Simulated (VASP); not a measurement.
# CaO (Fm-3m) in VASP: G0W0 quasiparticle levels with PBE

Aim: the G0W0 quasiparticle levels of CaO with PBE.

All numbers are computed with VASP 6.6.1; they aren't measurements. Logs are shortened: lines on timing, memory, paths and dates and some standing lists are left out, and cuts for length are marked.

**1. The cell of the first run**

Symmetry: Fm-3m, No. 225, cubic system. Conventional cell: a = 4.831 Å, b = 4.831 Å, c = 4.831 Å, α = 90.00°, β = 90.00°, γ = 90.00°. Within 3.2 Å of Ca (site symmetry m-3m) lie 6 O at 2.42 Å. O (site symmetry m-3m) has 6 Ca at 2.42 Å within 3.2 Å.

**2. G0W0 quasiparticle levels, PBE**

POSCAR reads:

```
CaO
1.0
    0.0000000000      2.4153651321      2.4153651321
    2.4153651321      0.0000000000      2.4153651321
    2.4153651321      2.4153651321      0.0000000000
Ca O
1 1
Direct
    0.0000000000      0.0000000000      0.0000000000
    0.5000000000      0.5000000000      0.5000000000
```

INCAR.step1 reads:

```
SYSTEM = CaO
ALGO = Normal ; EDIFF = 1E-8
ENCUT = 500 ; GGA = PE
ISMEAR = 0 ; LASPH = .True.
LCHARG = .False. ; LREAL = .False.
LWAVE = .True. ; NELM = 60
PREC = Accurate ; SIGMA = 0.01
```

INCAR.step2 reads:

```
SYSTEM = CaO
ALGO = Exact ; EDIFF = 1E-8
ENCUT = 500 ; GGA = PE
ISMEAR = 0 ; ISTART = 1
LASPH = .True. ; LCHARG = .False.
LOPTICS = .True. ; LREAL = .False.
LWAVE = .True. ; NBANDS = 125
NELM = 1 ; PREC = Accurate
SIGMA = 0.01
```

INCAR.step3 reads:

```
SYSTEM = CaO
ALGO = EVGW0 ; EDIFF = 1E-8
ENCUT = 500 ; ENCUTGW = 150.0
GGA = PE ; ISMEAR = 0
ISTART = 1 ; LASPH = .True.
LCHARG = .False. ; LREAL = .False.
LWAVE = .False. ; NBANDS = 125
NBANDSGW = 16 ; NELMGW = 1
NOMEGA = 96 ; OMEGAMAX = 20
PREC = Accurate ; PRECFOCK = Fast
SIGMA = 0.01
```

KPOINTS reads:

```
k-points
0
Gamma
  6 6 6
  0 0 0
```

Potentials or basis: VASP PAW PBE potentials, release 64 (Ca_sv_GW, O_GW).

Launch:

```sh
$ cat potpaw_PBE.64/Ca_sv_GW/POTCAR potpaw_PBE.64/O_GW/POTCAR > POTCAR
$ cp INCAR.step1 INCAR
$ mpirun -np 1 vasp_std > vasp.out
$ cp INCAR.step2 INCAR
$ mpirun -np 1 vasp_std > vasp.out
$ cp INCAR.step3 INCAR
$ mpirun -np 1 vasp_std > vasp.out
```

OUTCAR:

```text
SYSTEM = CaO
   EDIFF = 1E-8
   ENCUT = 500
   ENCUTGW = 150.0
   GGA = PE
   ISMEAR = 0
   ISTART = 1
   LASPH = .True.
   LREAL = .False.
   NELMGW = 1
   PREC = Accurate
   PRECFOCK = Fast

 ion  position               nearest neighbor table
   1  0.000  0.000  0.000-   2 2.42   2 2.42   2 2.42   2 2.42   2 2.42   2 2.42
   2  0.500  0.500  0.500-   1 2.42   1 2.42   1 2.42   1 2.42   1 2.42   1 2.42

  LATTYP: Found a face centered cubic cell.
 ALAT       =     4.8307302642

  Lattice vectors:

 A1 = (   0.0000000000,   2.4153651321,   2.4153651321)
 A2 = (   2.4153651321,   0.0000000000,   2.4153651321)
 A3 = (   2.4153651321,   2.4153651321,   0.0000000000)

Analysis of symmetry for initial positions (statically):
=====================================================================
 Subroutine PRICEL returns:
 Original cell was already a primitive cell.

 Routine SETGRP: Setting up the symmetry group for a
 face centered cubic supercell.

 Subroutine GETGRP returns: Found 48 space group operations
 (whereof 48 operations were pure point group operations)
 out of a pool of 48 trial point group operations.

The static configuration has the point symmetry O_h .

Analysis of symmetry for dynamics (positions and initial velocities):
=====================================================================
 Subroutine PRICEL returns:
 Original cell was already a primitive cell.

 Routine SETGRP: Setting up the symmetry group for a
 face centered cubic supercell.

 Subroutine GETGRP returns: Found 48 space group operations
 (whereof 48 operations were pure point group operations)
 out of a pool of 48 trial point group operations.

The dynamic configuration has the point symmetry O_h .

 Subroutine INISYM returns: Found 48 space group operations
 (whereof 48 operations are pure point group operations),
 and found     1 'primitive' translations

----------------------------------------------------------------------------------------

                                     Primitive cell

  volume of cell :      28.1824

  direct lattice vectors                    reciprocal lattice vectors
     0.000000000  2.415365132  2.415365132    -0.207008039  0.207008039  0.207008039
     2.415365132  0.000000000  2.415365132     0.207008039 -0.207008039  0.207008039
     2.415365132  2.415365132  0.000000000     0.207008039  0.207008039 -0.207008039

  length of vectors
     3.415842128  3.415842128  3.415842128     0.358548442  0.358548442  0.358548442

  position of ions in fractional coordinates (direct lattice)
     0.000000000  0.000000000  0.000000000
     0.500000000  0.500000000  0.500000000

  ion indices of the primitive-cell ions
   primitive index   ion index
                 1           1
                 2           2

----------------------------------------------------------------------------------------

 KPOINTS: k-points

Automatic generation of k-mesh.
 Grid dimensions read from file:
 generate k-points for:    6    6    6

 Generating k-lattice:

  Cartesian coordinates                     Fractional coordinates (reciprocal lattice)
    -0.034501340  0.034501340  0.034501340     0.166666667  0.000000000  0.000000000
     0.034501340 -0.034501340  0.034501340     0.000000000  0.166666667  0.000000000
     0.034501340  0.034501340 -0.034501340     0.000000000  0.000000000  0.166666667

  Length of vectors
     0.059758074  0.059758074  0.059758074

  Shift w.r.t. Gamma in fractional coordinates (k-lattice)
     0.000000000  0.000000000  0.000000000

 Subroutine IBZKPT returns following result:
 ===========================================

 Found     16 irreducible k-points:

 Following reciprocal coordinates:
            Coordinates               Weight
  0.000000  0.000000  0.000000      1.000000
  0.166667  0.000000  0.000000      8.000000
  0.333333  0.000000  0.000000      8.000000
  0.500000  0.000000  0.000000      4.000000
  0.166667  0.166667  0.000000      6.000000
  0.333333  0.166667  0.000000     24.000000
[... 8 lines left out ...]
 -0.333333  0.333333  0.166667     24.000000
 -0.333333  0.500000  0.166667     12.000000
   k-points           NKPTS =     16   k-points in BZ     NKDIM =    216   number of bands    NBANDS=    125
   number of dos      NEDOS =    301   number of ions     NIONS =      2
   total plane-waves  NPLWV =  21952
   dimension x,y,z NGX =    28 NGY =   28 NGZ =   28
   dimension x,y,z NGXF=    56 NGYF=   56 NGZF=   56
   ions per type =               1   1
   NGX,Y,Z   is equivalent  to a cutoff of  13.63, 13.63, 13.63 a.u.
   NGXF,Y,Z  is equivalent  to a cutoff of  27.25, 27.25, 27.25 a.u.
 SYSTEM =  CaO
   PREC   = accura    normal or accurate (medium, high low for compatibility)
   ISTART =      1    job   : 0-new  1-cont  2-samecut
   ICHARG =      0    charge: 1-file 2-atom 10-const
   ISPIN  =      1    spin polarized calculation?
   LNONCOLLINEAR =      F non collinear calculations
   LSORBIT =      F    spin-orbit coupling
   LASPH  =      T    aspherical Exc in radial PAW
   ENCUT  =  500.0 eV  36.75 Ry    6.06 a.u.   6.23  6.23  6.23*2*pi/ulx,y,z
   NELM   =     60;   NELMIN=  2; NELMDL=  0     # of ELM steps
   EDIFF  = 0.1E-07   stopping-criterion for ELM
   LREAL  =      F    real-space projection
   EDIFFG = 0.1E-06   stopping-criterion for IOM
   NSW    =      0    number of steps for IOM
   IBRION =     -1    ionic relax: 0-MD 1-quasi-New 2-CG
   NFREE  =      0    steps in history (QN), initial steepest desc. (CG)
   ISIF   =      0    stress and relaxation
   ISYM   =      3    0-nonsym 1-usesym 2-fastsym
   POTIM  = 0.5000    time-step for ionic-motion
   TEBEG  =    0.0;   TEEND  =   0.0 temperature during run
   PSTRESS=    0.0 pullay stress
   NELECT =      16.0000    total number of electrons
   NUPDOWN=      -1.0000    fix difference up-down
   EMIN   =  10.00;   EMAX   =-10.00  energy-range for DOS
   EFERMI =   0.00;   METHOD = LEGACY
   ISMEAR =     0;   SIGMA  =   0.01  broadening in eV -4-tet -1-fermi 0-gaus
   EFERMI_NEDOS =   21; number of points for ismear=-14 and -15
   IALGO  =     38    algorithm
   IMIX   =      4    mixing-type and parameters
     AMIX     =   0.40;   BMIX     =  1.00
     AMIX_MAG =   1.60;   BMIX_MAG =  1.00
  volume/ion in A,a.u.               =      14.09        95.09
  Fermi-wavevector in a.u.,A,eV,Ry     =   1.355570  2.561656 25.001668  1.837571
  Thomas-Fermi vector in A             =   2.482647
   LORBIT       =      0    0 simple, 1 ext, 2 COOP (PROOUT), +10 PAW based schemes
   GGA     = PE    functional components
   LHFCALC =     T    Hartree Fock is set to
   PRECFOCK=fast      Normal, Fast or Accurate (Low or Medium for compatibility)
   ENCUT4O =  -1.0   cutoff for four orbital integrals eV
   NKREDX  =     1    reduce k-point grid by
   NKREDY  =     1    reduce k-point grid by
   NKREDZ  =     1    reduce k-point grid by
   AEXX    =    1.0000 exact exchange contribution
   HFSCREEN=    0.0000 screening length (either q_TF or 0.3 A-1)
   HFSCREENC=   0.0000 screening length for correlation (either q_TF or 0.3 A-1)
   ENCUTFOCK=  -1.0 apply spherical cutoff to Coloumb kernel
   IVDW    =     0    specifies the selected vdW correction
   LEPSILON=     F    determine dielectric tensor
   LRPA    =     F    only Hartree local field effects (RPA)
   LRPAFORCE           =     F    calculate RPA forces
   ENCUTGW             = 150.0    cutoff for response function in eV
   ENCUTGWSOFT         = 120.0    soft cutoff for Coulomb kernel in GW response function in eV
   ENCUTLF             =  -1.0    cutoff for local field effects
   NELMGW              =     1    number of iterations in solving QP/BSE equation
   NELMHF              =     1    number of iterations in the inner HF iteration
   NKREDLFX            =     1    NKREDLFY  =   1   NKREDLFZ  =   1
 non-spin polarized calculation
 Gauss-broadening in eV      SIGMA  =   0.01
  energy-cutoff  :      500.00
  volume of cell :       28.18
 maximum number of plane-waves:       725
 NGX is ok and might be reduce to    28
  NGX = 16; NGY = 16; NGZ = 16
   NGX = 13   NGY = 13   NGZ = 13
 maximum number of plane-waves:       127

 QP shifts <psi_nk| G(iteration)W_0 |psi_nk>: iteration 1
 for sc-GW calculations column KS-energies equals QP-energies in previous step
 and V_xc(KS)=  KS-energies - (<T + V_ion + V_H > + <T+V_H+V_ion>^1  + <V_x>^1)

 k-point   1 :       0.0000    0.0000    0.0000
  band No.  KS-energies  QP-energies   sigma(KS)   V_xc(KS)     V^pw_x(r,r')   Z            occupation Imag(sigma)

      1     -33.1966     -34.7295     -23.0767     -20.6369     -34.4121       0.6283       2.0000       0.6010
      2     -13.9724     -16.3123     -23.2322     -20.1498     -28.0964       0.7591       2.0000       0.1631
      3     -13.9724     -16.3123     -23.2322     -20.1498     -28.0964       0.7591       2.0000       0.1631
      4     -13.9724     -16.3123     -23.2322     -20.1498     -28.0964       0.7591       2.0000       0.1631
      5     -10.9958     -12.6396     -21.8432     -19.1978     -30.6594       0.6214       2.0000       0.5659
      6       4.4975       3.5818     -20.3364     -19.1164     -24.3878       0.7505       2.0000       0.0572
[... 8 lines left out ...]
     15      19.4233      19.6011      -6.5274      -6.7270      -1.4163       0.8909       0.0000      -0.7362
     16      26.6899      29.0630     -11.0127     -14.2059      -5.1113       0.7432       0.0000      -0.7193

 k-point   2 :       0.1667    0.0000    0.0000
  band No.  KS-energies  QP-energies   sigma(KS)   V_xc(KS)     V^pw_x(r,r')   Z            occupation Imag(sigma)

      1     -33.1728     -34.7087     -23.0959     -20.6626     -34.4316       0.6312       2.0000       0.6011
      2     -14.2911     -16.4889     -22.7358     -19.7254     -28.0570       0.7300       2.0000       0.2109
      3     -13.9854     -16.3166     -23.2135     -20.1334     -28.0779       0.7568       2.0000       0.1572
      4     -13.9854     -16.3166     -23.2135     -20.1334     -28.0779       0.7568       2.0000       0.1572
      5     -10.6595     -12.3619     -22.3581     -19.6673     -30.7336       0.6327       2.0000       0.5258
      6       3.6534       2.6159     -18.8321     -17.4417     -22.6999       0.7462       2.0000       0.0579
[... 8 lines left out ...]
     15      20.2527      21.1182      -8.2379      -9.2712      -2.8069       0.8376       0.0000      -0.7201
     16      25.2665      26.9428      -9.6694     -11.5465      -4.0827       0.8931       0.0000      -0.8393

 k-point   3 :       0.3333    0.0000    0.0000
  band No.  KS-energies  QP-energies   sigma(KS)   V_xc(KS)     V^pw_x(r,r')   Z            occupation Imag(sigma)

      1     -33.1250     -34.6615     -23.1339     -20.7151     -34.4715       0.6352       2.0000       0.6002
      2     -14.8009     -16.8636     -22.1030     -19.1883     -27.9337       0.7077       2.0000       0.2711
      3     -14.0110     -16.3352     -23.1773     -20.1013     -28.0418       0.7556       2.0000       0.1453
      4     -14.0110     -16.3352     -23.1773     -20.1013     -28.0418       0.7556       2.0000       0.1453
      5     -10.1116     -11.8781     -23.0371     -20.3098     -30.9402       0.6477       2.0000       0.4669
      6       2.4207       1.2287     -17.4478     -15.8290     -21.4050       0.7363       2.0000       0.0771
[... 234 lines left out ...]
      1     -33.0789     -34.6232     -23.1723     -20.7658     -34.5105       0.6417       2.0000       0.6150
      2     -14.6621     -16.8189     -22.3302     -19.3315     -27.8638       0.7192       2.0000       0.2477
      3     -14.2830     -16.6219     -22.8825     -19.7529     -27.8043       0.7474       2.0000       0.1972
      4     -14.1547     -16.4660     -23.0109     -19.9213     -27.9505       0.7481       2.0000       0.1705
      5     -10.2683     -11.9425     -22.8360     -20.1519     -30.9957       0.6237       2.0000       0.4441
      6       2.8024       1.6395     -18.1162     -16.5432     -22.1316       0.7392       2.0000       0.0708
[... 8 lines left out ...]
     15      18.0633      19.3882     -11.9214     -13.6292      -6.4787       0.7758       0.0000      -0.2864
     16      19.4421      20.7223     -11.0199     -12.6553      -5.4636       0.7828       0.0000      -0.4120

 k-point  16 :      -0.3333    0.5000    0.1667
  band No.  KS-energies  QP-energies   sigma(KS)   V_xc(KS)     V^pw_x(r,r')   Z            occupation Imag(sigma)

      1     -33.0718     -34.6179     -23.1790     -20.7737     -34.5167       0.6428       2.0000       0.6221
      2     -14.4544     -16.8129     -22.6967     -19.5348     -27.6560       0.7459       2.0000       0.2243
      3     -14.3268     -16.5356     -22.7389     -19.7172     -28.0147       0.7310       2.0000       0.1997
      4     -14.2776     -16.6218     -22.9010     -19.7692     -27.8234       0.7485       2.0000       0.2012
      5     -10.4922     -12.1340     -22.5419     -19.8994     -30.9757       0.6213       2.0000       0.4626
      6       3.2777       2.1236     -18.8328     -17.2795     -22.8531       0.7430       2.0000       0.0627
[... 8 lines left out ...]
     15      18.0149      18.9882     -10.5963     -11.8133      -5.4940       0.7998       0.0000      -0.2084
     16      19.7867      21.3216     -11.9235     -13.9291      -6.0132       0.7653       0.0000      -0.5363
```

Wall time 4.9 min (1 thread of Intel Xeon 6975P-C (Granite Rapids), shared host); peak memory 0.61 GiB.

What came out:

```
Quasiparticle gap                                   : 5.86 eV
Least direct quasiparticle gap                      : 6.16 eV
Band gap of the starting levels on the mesh         : 3.66 eV
Least direct gap of the starting levels on the mesh : 4.04 eV
```

Caveat: the k points lie up to 0.38 Å⁻¹ apart; bands, screening cutoff and mesh are small and nothing is extrapolated, so the quasiparticle values aren't converged.
